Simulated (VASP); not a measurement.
# MgI2 (P-3m1) in VASP: further runs

MgI2 is run at these levels: PBE; tasks: single point.

All numbers are computed with VASP 6.6.1; they aren't measurements. Logs are shortened: lines on timing, memory, paths and dates and some standing lists are left out, and cuts for length are marked.

## (1) The cell of the first run

Symmetry: P-3m1, No. 164, trigonal system. Conventional cell: a = 4.032 Å, b = 4.032 Å, c = 6.994 Å, α = 90.00°, β = 90.00°, γ = 120.00°. Mg (site symmetry -3m) has 6 I at 2.89 Å within 3.8 Å. Within 3.8 Å of I (site symmetry 3m) lie 3 Mg at 2.89 Å.

## (2) Single point, PBE (epitaxial xy strain -3.0%)

INCAR reads:

```
ALGO = Normal
EDIFF = 1E-7
ENCUT = 520
GGA = PE
ISIF = 2
ISMEAR = -1
LASPH = T
LCHARG = F
LREAL = F
LWAVE = F
NBANDS = 15
NELM = 80
PREC = Accurate
SIGMA = 0.02
```

KPOINTS reads:

```
k-points
0
Gamma
  12 12 4
```

POSCAR reads:

```
MgI2
1.0
    4.0324966890      0.0000000000      0.0000000000
   -2.0162483445      3.4922445734      0.0000000000
    0.0000000000      0.0000000000      6.9940381046
Mg I
1 2
Direct
    0.0000000000      0.0000000000      0.0000000000
    0.3333333333      0.6666666667      0.2444644722
    0.6666666667      0.3333333333      0.7555355278
```

Potentials or basis: VASP PAW PBE potentials, release 64 (Mg, I).

Command:

```console
cat potpaw_PBE.64/Mg/POTCAR potpaw_PBE.64/I/POTCAR > POTCAR
mpirun -np 1 vasp_std > vasp.out
```

OUTCAR:

```text
EDIFF = 1E-7
   ENCUT = 520
   GGA = PE
   ISIF = 2
   ISMEAR = -1
   LASPH = T
   LREAL = F
   NELM = 80
   PREC = Accurate

 ion  position               nearest neighbor table
   1  0.000  0.000  0.000-   2 2.89   3 2.89   3 2.89   2 2.89   3 2.89   2 2.89
   2  0.333  0.667  0.244-   1 2.89   1 2.89   1 2.89
   3  0.667  0.333  0.756-   1 2.89   1 2.89   1 2.89

  LATTYP: Found a hexagonal cell.
 ALAT       =     4.0324966890
 C/A-ratio  =     1.7344188090

  Lattice vectors:

 A1 = (   4.0324966890,   0.0000000000,   0.0000000000)
 A2 = (  -2.0162483445,   3.4922445734,   0.0000000000)
 A3 = (   0.0000000000,   0.0000000000,   6.9940381046)

Analysis of symmetry for initial positions (statically):
=====================================================================
 Subroutine PRICEL returns:
 Original cell was already a primitive cell.

 Routine SETGRP: Setting up the symmetry group for a
 hexagonal supercell.

 Subroutine GETGRP returns: Found 12 space group operations
 (whereof 12 operations were pure point group operations)
 out of a pool of 24 trial point group operations.

The static configuration has the point symmetry D_3d.

Analysis of symmetry for dynamics (positions and initial velocities):
=====================================================================
 Subroutine PRICEL returns:
 Original cell was already a primitive cell.

 Routine SETGRP: Setting up the symmetry group for a
 hexagonal supercell.

 Subroutine GETGRP returns: Found 12 space group operations
 (whereof 12 operations were pure point group operations)
 out of a pool of 24 trial point group operations.

The dynamic configuration has the point symmetry D_3d.

 Subroutine INISYM returns: Found 12 space group operations
 (whereof 12 operations are pure point group operations),
 and found     1 'primitive' translations

----------------------------------------------------------------------------------------

                                     Primitive cell

  volume of cell :      98.4933

  direct lattice vectors                    reciprocal lattice vectors
     4.032496689  0.000000000  0.000000000     0.247985325  0.143174394  0.000000000
    -2.016248345  3.492244573  0.000000000     0.000000000  0.286348788  0.000000000
     0.000000000  0.000000000  6.994038105     0.000000000  0.000000000  0.142978918

  length of vectors
     4.032496689  4.032496689  6.994038105     0.286348788  0.286348788  0.142978918

  position of ions in fractional coordinates (direct lattice)
     0.000000000  0.000000000  0.000000000
     0.333333333  0.666666667  0.244464472
     0.666666667  0.333333333  0.755535528

  ion indices of the primitive-cell ions
   primitive index   ion index
                 1           1
                 2           2
                 3           3

----------------------------------------------------------------------------------------

 KPOINTS: k-points

Automatic generation of k-mesh.
 Grid dimensions read from file:
 generate k-points for:   12   12    4

 Generating k-lattice:

  Cartesian coordinates                     Fractional coordinates (reciprocal lattice)
     0.020665444  0.011931199  0.000000000     0.083333333  0.000000000  0.000000000
     0.000000000  0.023862399  0.000000000     0.000000000  0.083333333  0.000000000
     0.000000000  0.000000000  0.035744729     0.000000000  0.000000000  0.250000000

  Length of vectors
     0.023862399  0.023862399  0.035744729

  Shift w.r.t. Gamma in fractional coordinates (k-lattice)
     0.000000000  0.000000000  0.000000000

 Subroutine IBZKPT returns following result:
 ===========================================

 Found     69 irreducible k-points:

 Following reciprocal coordinates:
            Coordinates               Weight
  0.000000  0.000000  0.000000      1.000000
  0.083333 -0.000000  0.000000      6.000000
  0.166667  0.000000  0.000000      6.000000
  0.250000 -0.000000  0.000000      6.000000
  0.333333 -0.000000  0.000000      6.000000
  0.416667 -0.000000  0.000000      6.000000
[... 16 lines left out ...]
  0.166667  0.000000  0.250000      6.000000
  0.000000  0.166667  0.250000      6.000000
 [... further k-points ...]
   k-points           NKPTS =     69   k-points in BZ     NKDIM =     69   number of bands    NBANDS=     15
   number of dos      NEDOS =    301   number of ions     NIONS =      3
   total plane-waves  NPLWV =  48600
   dimension x,y,z NGX =    30 NGY =   30 NGZ =   54
   dimension x,y,z NGXF=    60 NGYF=   60 NGZF=  108
   ions per type =               1   2
   NGX,Y,Z   is equivalent  to a cutoff of  12.37, 12.37, 12.84 a.u.
   NGXF,Y,Z  is equivalent  to a cutoff of  24.74, 24.74, 25.67 a.u.
 SYSTEM =  unknown system
   PREC   = accura    normal or accurate (medium, high low for compatibility)
   ISTART =      0    job   : 0-new  1-cont  2-samecut
   ICHARG =      2    charge: 1-file 2-atom 10-const
   ISPIN  =      1    spin polarized calculation?
   LNONCOLLINEAR =      F non collinear calculations
   LSORBIT =      F    spin-orbit coupling
   LASPH  =      T    aspherical Exc in radial PAW
   ENCUT  =  520.0 eV  38.22 Ry    6.18 a.u.   7.50  7.50 13.00*2*pi/ulx,y,z
   NELM   =     80;   NELMIN=  2; NELMDL= -5     # of ELM steps
   EDIFF  = 0.1E-06   stopping-criterion for ELM
   LREAL  =      F    real-space projection
   EDIFFG = 0.1E-05   stopping-criterion for IOM
   NSW    =      0    number of steps for IOM
   IBRION =     -1    ionic relax: 0-MD 1-quasi-New 2-CG
   NFREE  =      0    steps in history (QN), initial steepest desc. (CG)
   ISIF   =      2    stress and relaxation
   ISYM   =      2    0-nonsym 1-usesym 2-fastsym
   POTIM  = 0.5000    time-step for ionic-motion
   TEBEG  =    0.0;   TEEND  =   0.0 temperature during run
   PSTRESS=    0.0 pullay stress
   NELECT =      16.0000    total number of electrons
   NUPDOWN=      -1.0000    fix difference up-down
   EMIN   =  10.00;   EMAX   =-10.00  energy-range for DOS
   EFERMI =   0.00;   METHOD = LEGACY
   ISMEAR =    -1;   SIGMA  =   0.02  broadening in eV -4-tet -1-fermi 0-gaus
   EFERMI_NEDOS =   21; number of points for ismear=-14 and -15
   IALGO  =     38    algorithm
   IMIX   =      4    mixing-type and parameters
     AMIX     =   0.40;   BMIX     =  1.00
     AMIX_MAG =   1.60;   BMIX_MAG =  1.00
  volume/ion in A,a.u.               =      32.83       221.56
  Fermi-wavevector in a.u.,A,eV,Ry     =   0.893263  1.688022 10.856340  0.797919
  Thomas-Fermi vector in A             =   2.015318
   LORBIT       =      0    0 simple, 1 ext, 2 COOP (PROOUT), +10 PAW based schemes
   GGA     = PE    functional components
   LHFCALC =     F    Hartree Fock is set to
   AEXX    =    0.0000 exact exchange contribution
   IVDW    =     0    specifies the selected vdW correction
   LEPSILON=     F    determine dielectric tensor
   LRPA    =     F    only Hartree local field effects (RPA)
 non-spin polarized calculation
  energy-cutoff  :      520.00
  volume of cell :       98.49
 maximum number of plane-waves:      2714
 NGX is ok and might be reduce to    30
   NGX = 15   NGY = 15   NGZ = 27

 number of electron      16.0000000 magnetization

 Free energy of the ion-electron system (eV)
  ---------------------------------------------------
  ext. energy  EPLUGINS =         0.00000000
  ---------------------------------------------------
  free energy    TOTEN  =        -7.63846830 eV

  energy without entropy =       -7.63846830  energy(sigma->0) =       -7.63846830

 E-fermi :   3.1626     XC(G=0):  -8.3841

 val. band max:        2.7693056532   @ k =   0.0000   0.0000   0.0000
 cond. band min:       6.2373011365   @ k =   0.5000  -0.0000   0.5000
 fundamental gap:      3.4679954833
 Fermi energy:         3.1626362015

 k-point     1 :       0.0000    0.0000    0.0000
  band No.  band energies     occupation
      1      -9.5596      2.00000
      2      -8.8660      2.00000
      3      -1.1153      2.00000
      4       2.4123      2.00000
      5       2.4123      2.00000
      6       2.4684      2.00000
      7       2.7693      2.00000
      8       2.7693      2.00000
      9       6.6037      0.00000
     10       7.6971      0.00000
     11       9.6468      0.00000
     12       9.6468      0.00000
     13       9.8372      0.00000
     14      10.9701      0.00000
     15      10.9701      0.00000

 k-point     2 :       0.0833   -0.0000    0.0000
  band No.  band energies     occupation
      1      -9.5173      2.00000
      2      -8.8396      2.00000
      3      -1.0577      2.00000
      4       2.0668      2.00000
      5       2.3092      2.00000
      6       2.4492      2.00000
      7       2.4582      2.00000
      8       2.7514      2.00000
      9       6.9284      0.00000
     10       8.0235      0.00000
     11       9.1576      0.00000
     12       9.7704      0.00000
     13      10.2065      0.00000
     14      10.6432      0.00000
     15      11.1057      0.00000

 k-point     3 :       0.1667    0.0000    0.0000
  band No.  band energies     occupation
      1      -9.3961      2.00000
      2      -8.7672      2.00000
      3      -0.8944      2.00000
      4       1.2860      2.00000
      5       1.7704      2.00000
      6       2.0766      2.00000
      7       2.4053      2.00000
      8       2.6691      2.00000
      9       7.4831      0.00000
     10       8.2306      0.00000
     11       9.0907      0.00000
     12       9.8375      0.00000
     13      10.0071      0.00000
     14      10.7813      0.00000
     15      11.3375      0.00000
[... 343 lines left out ...]
 k-point    23 :       0.1667    0.0000    0.2500
  band No.  band energies     occupation
      1      -9.3378      2.00000
      2      -8.8441      2.00000
      3      -0.6202      2.00000
      4       1.1727      2.00000
      5       1.6561      2.00000
      6       2.1248      2.00000
      7       2.1723      2.00000
      8       2.6097      2.00000
      9       7.7489      0.00000
     10       8.3400      0.00000
     11       9.0827      0.00000
     12       9.7366      0.00000
     13       9.8888      0.00000
     14      10.5765      0.00000
     15      11.4061      0.00000

 k-point    24 :       0.0000    0.1667    0.2500
  band No.  band energies     occupation
      1      -9.3383      2.00000
      2      -8.8434      2.00000
      3      -0.6416      2.00000
      4       1.3906      2.00000
      5       1.4792      2.00000
      6       2.1339      2.00000
      7       2.1475      2.00000
      8       2.5967      2.00000
      9       7.5051      0.00000
     10       8.5696      0.00000
     11       9.4075      0.00000
     12       9.5935      0.00000
     13      10.1390      0.00000
     14      10.5214      0.00000
     15      11.2335      0.00000

 [... further k-points ...]
[... 5 lines left out ...]
  --------------------------------------------------------------------------------------
  -------------------------------------------------------------------------------------
  Total        1.8548507      1.8548507      0.8382566      0.0000000      0.0000000      0.0000000
  in kB       30.1726105     30.1726105     13.6358083      0.0000000      0.0000000      0.0000000
  external PRESSURE =      24.6603431 kB  Pullay stress =       0.0000000 kB

 VOLUME and BASIS-vectors are now :
 -----------------------------------------------------------------------------
  energy-cutoff  :      520.00
  volume of cell :       98.49
      direct lattice vectors                 reciprocal lattice vectors
     4.032496689  0.000000000  0.000000000     0.247985325  0.143174394  0.000000000
    -2.016248345  3.492244573  0.000000000     0.000000000  0.286348788  0.000000000
     0.000000000  0.000000000  6.994038105     0.000000000  0.000000000  0.142978918

 POSITION                                       TOTAL-FORCE (eV/Angst)
 -----------------------------------------------------------------------------------
      0.00000      0.00000      0.00000         0.000000      0.000000      0.000000
     -0.00000      2.32816      1.70979        -0.000000      0.000000      0.013403
      2.01625      1.16408      5.28424         0.000000     -0.000000     -0.013403
 -----------------------------------------------------------------------------------
    total drift:                               -0.000000      0.000000      0.000000

  FREE ENERGIE OF THE ION-ELECTRON SYSTEM (eV)
  ---------------------------------------------------
  free  energy   TOTEN  =        -7.6384683009 eV

  energy  without entropy=       -7.6384683009  energy(sigma->0) =       -7.63846830
```

Run time: 91 s. Hardware: 1 thread of Intel Xeon Platinum 8259CL at 2.50GHz (Skylake/Cascade Lake), shared host; peak memory 0.27 GiB.

What came out:

```yaml
Free_energy: -7.6385 eV
Pressure: 2.5 GPa
Largest_force: 0.013 eV/Å
Band_gap_on_the_k_mesh: 3.47 eV (least direct gap 3.83 eV)
```

Forces on the atoms (eV/Å):
```
Mg   0.000  0.000  0.000
I    0.000  0.000  0.013
I    0.000  0.000 -0.013
```

Levels at points of the mesh, in eV from the valence-band top:
| k point | band 4 | band 5 | band 6 | band 7 | band 8 | band 9 | band 10 | band 11 | band 12 | band 13 |
| --- | --- | --- | --- | --- | --- | --- | --- | --- | --- | --- |
| (0.00, 0.00, 0.00) | -0.36 | -0.36 | -0.30 | 0.00 | 0.00 | 3.83 | 4.93 | 6.88 | 6.88 | 7.07 |
| (0.50, 0.00, 0.00) | -3.14 | -2.11 | -1.37 | -1.12 | -0.52 | 3.63 | 5.23 | 5.24 | 6.96 | 7.54 |
| (0.00, 0.00, 0.50) | -1.78 | -0.27 | -0.27 | -0.10 | -0.10 | 4.91 | 5.00 | 6.72 | 6.72 | 7.79 |
| (0.50, 0.00, 0.50) | -3.49 | -1.40 | -1.21 | -1.04 | -0.75 | 3.47 | 4.98 | 5.35 | 5.84 | 7.70 |

Caveat: the cell differs from its parent crystal (epitaxial xy strain -3.0%); spin-orbit coupling is left out, which moves the levels of the heavy elements; this functional lacks dispersion, which binds layers or chains, so the pressure and a relaxed spacing across them are unreliable. A k mesh can miss the band edges.

(Continued in part 2 of 2.)
